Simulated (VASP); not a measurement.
# Rb (Pmmm) in VASP: notebook, part 2 of 3

VASP 6.6.1.

## Step 5: Single point, PBE (95.98 Å³/atom)

This run uses another cell than the first one, of 95.98 Å³/atom.

Contents of INCAR:

```
SYSTEM = Rb
PREC = Accurate
ENCUT = 520
EDIFF = 1E-6
ISMEAR = 0
SIGMA = 0.1
LREAL = .False.
LASPH = .True.
NELM = 80
ALGO = Fast
ISIF = 2
LWAVE = .False.
LCHARG = .False.
GGA = PE
NBANDS = 10
```

Contents of KPOINTS:

```
Automatic mesh
0
Gamma
  12 12 12
  0 0 0
```

Contents of POSCAR:

```
Rb
1.0
    4.5675957630      0.0000000000      0.0000000000
    0.0000000000      4.5793774028      0.0000000000
    0.0000000000      0.0000000000      4.5885628109
Rb
1
Direct
    0.0000000000      0.0000000000      0.0000000000
```

Potentials or basis: VASP PAW PBE potentials, release 64 (Rb_sv).

Run with:

```sh
cat potpaw_PBE.64/Rb_sv/POTCAR > POTCAR
mpirun -np 1 vasp_std > vasp.out
```

OUTCAR:

```text
SYSTEM = Rb
   PREC = Accurate
   ENCUT = 520
   EDIFF = 1E-6
   ISMEAR = 0
   LREAL = .False.
   LASPH = .True.
   NELM = 80
   ISIF = 2
   GGA = PE

 ion  position               nearest neighbor table
   1  0.000  0.000  0.000-

  LATTYP: Found a simple orthorhombic cell.
 ALAT       =     4.5675957630
 B/A-ratio  =     1.0025793963
 C/A-ratio  =     1.0045903904

  Lattice vectors:

 A1 = (   4.5675957630,   0.0000000000,   0.0000000000)
 A2 = (   0.0000000000,   4.5793774028,   0.0000000000)
 A3 = (   0.0000000000,   0.0000000000,   4.5885628109)

Analysis of symmetry for initial positions (statically):
=====================================================================
 Subroutine PRICEL returns:
 Original cell was already a primitive cell.

 Routine SETGRP: Setting up the symmetry group for a
 simple orthorhombic supercell.

 Subroutine GETGRP returns: Found  8 space group operations
 (whereof  8 operations were pure point group operations)
 out of a pool of  8 trial point group operations.

The static configuration has the point symmetry D_2h.

Analysis of symmetry for dynamics (positions and initial velocities):
=====================================================================
 Subroutine PRICEL returns:
 Original cell was already a primitive cell.

 Routine SETGRP: Setting up the symmetry group for a
 simple orthorhombic supercell.

 Subroutine GETGRP returns: Found  8 space group operations
 (whereof  8 operations were pure point group operations)
 out of a pool of  8 trial point group operations.

The dynamic configuration has the point symmetry D_2h.

 Subroutine INISYM returns: Found  8 space group operations
 (whereof  8 operations are pure point group operations),
 and found     1 'primitive' translations

----------------------------------------------------------------------------------------

                                     Primitive cell

  volume of cell :      95.9778

  direct lattice vectors                    reciprocal lattice vectors
     4.567595763  0.000000000  0.000000000     0.218933560  0.000000000  0.000000000
     0.000000000  4.579377403  0.000000000     0.000000000  0.218370296  0.000000000
     0.000000000  0.000000000  4.588562811     0.000000000  0.000000000  0.217933161

  length of vectors
     4.567595763  4.579377403  4.588562811     0.218933560  0.218370296  0.217933161

  position of ions in fractional coordinates (direct lattice)
     0.000000000  0.000000000  0.000000000

  ion indices of the primitive-cell ions
   primitive index   ion index
                 1           1

----------------------------------------------------------------------------------------

 KPOINTS: Automatic mesh

Automatic generation of k-mesh.
 Grid dimensions read from file:
 generate k-points for:   12   12   12

 Generating k-lattice:

  Cartesian coordinates                     Fractional coordinates (reciprocal lattice)
     0.018244463  0.000000000  0.000000000     0.083333333  0.000000000  0.000000000
     0.000000000  0.018197525  0.000000000     0.000000000  0.083333333  0.000000000
     0.000000000  0.000000000  0.018161097     0.000000000  0.000000000  0.083333333

  Length of vectors
     0.018244463  0.018197525  0.018161097

  Shift w.r.t. Gamma in fractional coordinates (k-lattice)
     0.000000000  0.000000000  0.000000000

 Subroutine IBZKPT returns following result:
 ===========================================

 Found    343 irreducible k-points:

 Following reciprocal coordinates:
            Coordinates               Weight
  0.000000  0.000000  0.000000      1.000000
  0.083333  0.000000  0.000000      2.000000
  0.166667  0.000000  0.000000      2.000000
  0.250000  0.000000  0.000000      2.000000
  0.333333  0.000000  0.000000      2.000000
  0.416667  0.000000  0.000000      2.000000
[... 16 lines left out ...]
  0.083333  0.250000  0.000000      4.000000
  0.166667  0.250000  0.000000      4.000000
 [... further k-points ...]
   k-points           NKPTS =    343   k-points in BZ     NKDIM =    343   number of bands    NBANDS=     10
   number of dos      NEDOS =    301   number of ions     NIONS =      1
   total plane-waves  NPLWV =  46656
   dimension x,y,z NGX =    36 NGY =   36 NGZ =   36
   dimension x,y,z NGXF=    72 NGYF=   72 NGZF=   72
   ions per type =               1
   NGX,Y,Z   is equivalent  to a cutoff of  13.10, 13.07, 13.04 a.u.
   NGXF,Y,Z  is equivalent  to a cutoff of  26.21, 26.14, 26.09 a.u.
 SYSTEM =  Rb
   PREC   = accura    normal or accurate (medium, high low for compatibility)
   ISTART =      0    job   : 0-new  1-cont  2-samecut
   ICHARG =      2    charge: 1-file 2-atom 10-const
   ISPIN  =      1    spin polarized calculation?
   LNONCOLLINEAR =      F non collinear calculations
   LSORBIT =      F    spin-orbit coupling
   LASPH  =      T    aspherical Exc in radial PAW
   ENCUT  =  520.0 eV  38.22 Ry    6.18 a.u.   8.49  8.51  8.53*2*pi/ulx,y,z
   NELM   =     80;   NELMIN=  2; NELMDL= -5     # of ELM steps
   EDIFF  = 0.1E-05   stopping-criterion for ELM
   LREAL  =      F    real-space projection
   EDIFFG = 0.1E-04   stopping-criterion for IOM
   NSW    =      0    number of steps for IOM
   IBRION =     -1    ionic relax: 0-MD 1-quasi-New 2-CG
   NFREE  =      0    steps in history (QN), initial steepest desc. (CG)
   ISIF   =      2    stress and relaxation
   ISYM   =      2    0-nonsym 1-usesym 2-fastsym
   POTIM  = 0.5000    time-step for ionic-motion
   TEBEG  =    0.0;   TEEND  =   0.0 temperature during run
   PSTRESS=    0.0 pullay stress
   NELECT =       9.0000    total number of electrons
   NUPDOWN=      -1.0000    fix difference up-down
   EMIN   =  10.00;   EMAX   =-10.00  energy-range for DOS
   EFERMI =   0.00;   METHOD = LEGACY
   ISMEAR =     0;   SIGMA  =   0.10  broadening in eV -4-tet -1-fermi 0-gaus
   EFERMI_NEDOS =   21; number of points for ismear=-14 and -15
   IALGO  =     68    algorithm
   IMIX   =      4    mixing-type and parameters
     AMIX     =   0.40;   BMIX     =  1.00
     AMIX_MAG =   1.60;   BMIX_MAG =  1.00
  volume/ion in A,a.u.               =      95.98       647.69
  Fermi-wavevector in a.u.,A,eV,Ry     =   0.743759  1.405500  7.526431  0.553177
  Thomas-Fermi vector in A             =   1.838950
   LORBIT       =      0    0 simple, 1 ext, 2 COOP (PROOUT), +10 PAW based schemes
   GGA     = PE    functional components
   LHFCALC =     F    Hartree Fock is set to
   AEXX    =    0.0000 exact exchange contribution
   IVDW    =     0    specifies the selected vdW correction
   LEPSILON=     F    determine dielectric tensor
   LRPA    =     F    only Hartree local field effects (RPA)
 non-spin polarized calculation
 RMM-DIIS sequential band-by-band and
 Gauss-broadening in eV      SIGMA  =   0.10
  energy-cutoff  :      520.00
  volume of cell :       95.98
 maximum number of plane-waves:      2616
 NGX is ok and might be reduce to    36
   NGX = 17   NGY = 17   NGZ = 17

 number of electron       9.0000000 magnetization

 Free energy of the ion-electron system (eV)
  ---------------------------------------------------
  ext. energy  EPLUGINS =         0.00000000
  ---------------------------------------------------
  free energy    TOTEN  =        -0.84271931 eV

  energy without entropy =       -0.83750958  energy(sigma->0) =       -0.84011445

 E-fermi :  -0.0808     XC(G=0):  -5.3276

 val. band max:       -0.0878805566   @ k =   0.5000   0.0833   0.0833
 cond. band min:      -0.0627281397   @ k =   0.0833   0.2500   0.4167
 fundamental gap:      0.0251524168
 Fermi energy:        -0.0808105086

 k-point     1 :       0.0000    0.0000    0.0000
  band No.  band energies     occupation
      1     -29.1560      2.00000
      2     -13.1852      2.00000
      3     -13.1844      2.00000
      4     -13.1834      2.00000
      5      -1.9864      2.00000
      6       2.2425      0.00000
      7       2.2518      0.00000
      8       5.6697      0.00000
      9       5.7032      0.00000
     10       5.7373      0.00000
[... 287 lines left out ...]
 k-point    24 :       0.1667    0.2500    0.0000
  band No.  band energies     occupation
      1     -29.1523      2.00000
      2     -13.2461      2.00000
      3     -13.2107      2.00000
      4     -13.1769      2.00000
      5      -1.2087      2.00000
      6       1.8830      0.00000
      7       2.3901      0.00000
      8       3.7446      0.00000
      9       4.5370      0.00000
     10       5.3234      0.00000

 [... further k-points ...]

------------------------ aborting loop because EDIFF is reached ----------------------------------------

  FORCE on cell =-STRESS in cart. coord.  units (eV):
  Direction    XX          YY          ZZ          XY          YZ          ZX
  --------------------------------------------------------------------------------------
  -------------------------------------------------------------------------------------
  Total        0.0488711      0.0387263      0.0308300      0.0000000      0.0000000      0.0000000
  in kB        0.8158148      0.6464668      0.5146515      0.0000000      0.0000000      0.0000000
  external PRESSURE =       0.6589777 kB  Pullay stress =       0.0000000 kB

 VOLUME and BASIS-vectors are now :
 -----------------------------------------------------------------------------
  energy-cutoff  :      520.00
  volume of cell :       95.98
      direct lattice vectors                 reciprocal lattice vectors
     4.567595763  0.000000000  0.000000000     0.218933560  0.000000000  0.000000000
     0.000000000  4.579377403  0.000000000     0.000000000  0.218370296  0.000000000
     0.000000000  0.000000000  4.588562811     0.000000000  0.000000000  0.217933161

 POSITION                                       TOTAL-FORCE (eV/Angst)
 -----------------------------------------------------------------------------------
      0.00000      0.00000      0.00000         0.000000      0.000000      0.000000
 -----------------------------------------------------------------------------------
    total drift:                                0.000000     -0.000000     -0.000000

  FREE ENERGIE OF THE ION-ELECTRON SYSTEM (eV)
  ---------------------------------------------------
  free  energy   TOTEN  =        -0.8427193072 eV

  energy  without entropy=       -0.8375095849  energy(sigma->0) =       -0.84011445
```

OSZICAR:

```text
N       E                     dE             d eps       ncg     rms          rms(c)
DAV:   1     0.446125042149E+02    0.44613E+02   -0.32583E+03  6860   0.652E+02
DAV:   2     0.217489312087E+01   -0.42438E+02   -0.41433E+02  7590   0.125E+02
DAV:   3    -0.685754425557E+00   -0.28606E+01   -0.28536E+01  8774   0.334E+01
DAV:   4    -0.840728881203E+00   -0.15497E+00   -0.15450E+00  9934   0.656E+00
DAV:   5    -0.843350723937E+00   -0.26218E-02   -0.26211E-02  9026   0.830E-01    0.109E+00
RMM:   6    -0.842694072062E+00    0.65665E-03   -0.16084E-03  8485   0.249E-01    0.672E-01
RMM:   7    -0.842621327940E+00    0.72744E-04   -0.37907E-03  9036   0.361E-01    0.605E-02
RMM:   8    -0.842704923796E+00   -0.83596E-04   -0.36053E-04 10577   0.108E-01    0.115E-02
RMM:   9    -0.842714472693E+00   -0.95489E-05   -0.83122E-05 11454   0.416E-02    0.960E-03
RMM:  10    -0.842717767825E+00   -0.32951E-05   -0.19621E-05 11194   0.195E-02    0.506E-03
RMM:  11    -0.842718987146E+00   -0.12193E-05   -0.73576E-06  9870   0.114E-02    0.114E-03
RMM:  12    -0.842719307241E+00   -0.32009E-06   -0.27128E-06  8677   0.719E-03
   1 F= -.84271931E+00 E0= -.84011445E+00  d E =-.520972E-02
```

stdout:

```text
POSCAR found type information on POSCAR Rb
 POSCAR found :  1 types and       1 ions
 scaLAPACK will be used
 LDA part: xc-table for (Slater+PW92), standard interpolation
 POSCAR, INCAR and KPOINTS ok, starting setup
 FFT: planning ... GRIDC
 FFT: planning ... GRID_SOFT
 FFT: planning ... GRID
 WAVECAR not read
 entering main loop
WARNING in EDDRMM: call to ZHEGV failed, returncode =   8  4      8
WARNING in EDDRMM: call to ZHEGV failed, returncode =   6  3      5
WARNING in EDDRMM: call to ZHEGV failed, returncode =   8  4      8
WARNING in EDDRMM: call to ZHEGV failed, returncode =   8  4      6
WARNING in EDDRMM: call to ZHEGV failed, returncode =   8  4      9
WARNING in EDDRMM: call to ZHEGV failed, returncode =   6  3      9
WARNING in EDDRMM: call to ZHEGV failed, returncode =   8  4      7
WARNING in EDDRMM: call to ZHEGV failed, returncode =   6  3      5
```

Wall time 3.9 min (1 thread of Oxide Virtual Turin-like, shared host); peak memory 0.4 GiB.

Results:

* Free energy: -0.8427 eV
* Pressure: 0.1 GPa
* Band gap on the k mesh: zero (an odd number of electrons rules out a gap without spin polarisation)

Levels at points of the mesh, in eV from the Fermi level:
```
           k point  band 1  band 2  band 3  band 4  band 5  band 6  band 7  band 8
(0.00, 0.00, 0.00)  -29.08  -13.10  -13.10  -13.10   -1.91    2.32    2.33    5.75
(0.50, 0.00, 0.00)  -29.07  -13.23  -13.09  -13.09   -0.15    0.33    2.91    4.08
(0.00, 0.50, 0.00)  -29.07  -13.23  -13.09  -13.09   -0.16    0.32    2.91    4.09
(0.50, 0.50, 0.00)  -29.07  -13.22  -13.22  -13.08    0.81    1.69    2.14    2.14
(0.00, 0.00, 0.50)  -29.07  -13.23  -13.09  -13.09   -0.17    0.31    2.90    4.11
(0.50, 0.00, 0.50)  -29.07  -13.22  -13.21  -13.08    0.81    1.69    2.13    2.14
(0.00, 0.50, 0.50)  -29.07  -13.22  -13.21  -13.08    0.81    1.67    2.12    2.12
(0.50, 0.50, 0.50)  -29.06  -13.20  -13.20  -13.20    1.81    1.82    1.83    3.65
```

(Part 2 of 3 ends here.)

The gap in the log of VASP goes by the Fermi energy; the results here count the filled bands.